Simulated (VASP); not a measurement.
Wanted: the native input for a VASP 6.6.1 run.

```yaml
Task: single point
Functional: PBE
Potentials_or_basis: VASP PAW PBE potentials, release 64 (Hf_pv)
Cutoff: 520 eV
k_mesh: 21 × 21 × 21
Occupations: fermi-dirac, width 0.0612256 eV
Spin: no spin polarisation
Dipole_correction: no
Further_INCAR_settings: ALGO = Normal; EDIFF = 1e-06; NBANDS = 11
```

The structure of Hf lies in POSCAR:

```
Hf
1.0
    0.0000000000      2.2724291774      2.2724291774
    2.2724291774      0.0000000000      2.2724291774
    2.2724291774      2.2724291774      0.0000000000
Hf
1
Direct
    0.0000000000      0.0000000000      0.0000000000
```

The input as run:

INCAR

```
SYSTEM = Hf
  PREC = Accurate
  ENCUT = 520
  EDIFF = 1E-6
  ISMEAR = -1
  SIGMA = 0.06122561905347299
  LREAL = .FALSE.
  LASPH = .TRUE.
  NELM = 60
  ALGO = Normal
  ISIF = 2
  LWAVE = .FALSE.
  LCHARG = .FALSE.
  GGA = PE
  NBANDS = 11
```

KPOINTS

```
Automatic mesh
0
G
  21 21 21
  0 0 0
```

Potentials or basis: VASP PAW PBE potentials, release 64 (Hf_pv).

Command:

```console
$ cat potpaw_PBE.64/Hf_pv/POTCAR > POTCAR
$ mpirun -np 1 vasp_std > vasp.out
```

It gave:

* Pressure: -4.2 GPa
* Band gap on the k mesh: zero (band 5 reaches 5.79 eV, above the bottom of band 6 at 3.92 eV)

Caveat: spin-orbit coupling is left out, which moves the levels of the heavy elements.

Wall time 25 s on 1 thread of Intel(R) Xeon(R) Platinum 8488C (Sapphire Rapids), on a shared host, peak memory 0.19 GiB.
